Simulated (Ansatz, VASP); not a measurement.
## Two plane-wave programs on AlN

```
Al N
1.0
     3.22115    0.00000    0.00000
    -1.61058    2.78960    0.00000
     0.00000    0.00000    4.03221
Al N
2 2
Direct
  0.33333 0.66667 0.77188
  0.66667 0.33333 0.27188
  0.33333 0.66667 0.20786
  0.66667 0.33333 0.70786
```

Change from the starting cell: mode 4 frozen in at -0.173 Å, equal normal strain along x, y and z -0.0167.

Alike in both runs: task single point; functional LDA; k mesh 9 × 9 × 6; occupations gaussian, width 0.05 eV; no spin polarisation.

|  | VASP | Ansatz |
| --- | --- | --- |
| version | VASP 6.6.1 | Ansatz 0.2.0 |
| potentials or method | VASP PAW LDA potentials, release 64 (Al, N), cutoff 520 eV | scalar-relativistic, plane waves, PAW |
| valence electrons in the cell | 16 | 16 |

```tsv
	VASP	Ansatz	Ansatz less VASP
gap on the k mesh at the Fermi level (eV)	4.27	4.27	-0.005
least direct gap on the mesh (eV)	4.27	4.27	-0.005
pressure (GPa)	22.6	21.6	-1.01
traceless stress, the component that is largest in VASP (GPa)	28.37	27.94	-0.432
rms of the force components (eV/Å)	1.351	1.312	-0.0383
```

Ansatz warns that its potentials were made for another functional, while VASP's fit it. LDA's correlation is that of Perdew and Zunger in VASP and of Perdew and Wang (1992) in Ansatz. Atom by atom the forces differ by 0.038 eV/Å (rms over components).
